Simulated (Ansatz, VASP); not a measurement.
## Two plane-wave programs on SrAl2Te3

```
Sr Al Te
1.0
     6.69843    0.00000    0.00000
    -3.34922    5.80101    0.00000
     0.00000    0.00000    4.07880
Sr Al Te
1 2 3
Direct
  0.00000 0.00000 0.00000
  0.33333 0.66667 0.00000
  0.66667 0.33333 0.00000
  0.50000 0.00000 0.50000
  0.50000 0.50000 0.50000
  0.00000 0.50000 0.50000
```

Alike in both runs: task relaxation of cell and atoms; functional PBE; k mesh 3 × 3 × 4; occupations gaussian, width 0.1 eV; no spin polarisation.

|  | VASP | Ansatz |
| --- | --- | --- |
| version | VASP 6.6.1 | Ansatz 0.2.0 |
| potentials or method | VASP PAW PBE potentials, release 64 (Sr_sv, Al, Te), cutoff 600 eV | scalar-relativistic, plane waves, PAW |
| valence electrons in the cell | 34 | 64 |

|  | VASP | Ansatz | Ansatz less VASP |
| --- | --- | --- | --- |
| gap on the k mesh at the Fermi level, each at its own relaxed structure (eV) | none | none | - |
| relaxed volume (Å³/atom) | 30.87 | 30.63 | -0.237 |
| relaxed cell length with the largest relative difference (Å) | 7.436 | 7.403 | -0.0329 |

A gap of «none» marks a metal or a gap that the smearing closes. VASP's potentials hold 34 valence electrons a cell and Ansatz's 64, so a difference there can come from the potentials and not from the codes.

The k mesh is coarse, so the values compare programs but aren't converged. Spin-orbit coupling is off throughout. Noted on VASP's run: the volume moved by over 15 % at a fixed basis, so the end points are rough.
